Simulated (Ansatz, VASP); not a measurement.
# One calculation of TiTe2, two programs

```
CELL_PARAMETERS angstrom
3.77700 0.00000 0.10613
-1.88850 3.27098 -0.05307
0.18259 0.00000 6.49800
ATOMIC_POSITIONS crystal
Ti 0.00000 0.00000 0.00000
Te 0.66667 0.33333 0.26280
Te 0.33333 0.66667 0.73720
```

Change from the starting cell: strain +0.0562 x Voigt [0, 0, 0, 0, 1, 0], atoms carried along.

Alike in both runs: task single point; functional PBE; k mesh 12 × 12 × 8; occupations gaussian, width 0.15 eV; no spin polarisation.

|  | VASP | Ansatz |
| --- | --- | --- |
| version | VASP 6.6.1 | Ansatz 0.2.0 |
| potentials or method | VASP PAW PBE potentials, release 64 (Ti_sv, Te), cutoff 520 eV | scalar-relativistic, plane waves, PAW |
| valence electrons in the cell | 24 | 44 |

Ansatz gave:

| Property | Result |
| --- | --- |
| gap on the k mesh at the Fermi level (eV) | none |
| pressure (GPa) | 1.2 |
| traceless stress, the component that is largest in VASP (GPa) | -3.20 |
| rms of the force components (eV/Å) | 0.183 |

Task: What did VASP give for the same quantities?

Result: gap on the k mesh at the Fermi level (eV): none; pressure (GPa): 1.2; traceless stress, the component that is largest in VASP (GPa): -3.20; rms of the force components (eV/Å): 0.184.

Atom by atom the forces differ by 0.005 eV/Å (rms over components). A gap of «none» marks a metal or a gap that the smearing closes. VASP's potentials hold 24 valence electrons a cell and Ansatz's 44, so a difference there can come from the potentials and not from the codes.

Spin-orbit coupling is off throughout.
